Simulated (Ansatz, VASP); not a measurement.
**Two plane-wave programs on Ca**

```
Ca
1.0
     3.45936    0.00000    0.00000
    -1.72968    2.99589    0.00000
     0.00000    0.00000    3.15188
Ca
1
Cartesian
  0.0000 0.0000 0.0000
```

Change from the starting cell: volume scaled by 0.76, PAW files.

Alike in both runs: task single point; functional PBE; k mesh 12 × 12 × 11; occupations fermi-dirac, width 0.08 eV; no spin polarisation.

|  | VASP | Ansatz |
| --- | --- | --- |
| version | VASP 6.6.1 | Ansatz 0.2.0 |
| potentials or method | VASP PAW PBE potentials, release 64 (Ca_sv) | PAW with Ansatz's default frozen-core files, scalar-relativistic |
| plane-wave cutoff (eV) | 520 | 420 |
| valence electrons in the cell | 10 | 10 |

```csv
,VASP,Ansatz,Ansatz less VASP
pressure (GPa),5.5,5.4,-0.03
```

The functional is the same, so the differences come from potentials, cutoffs and numerics.
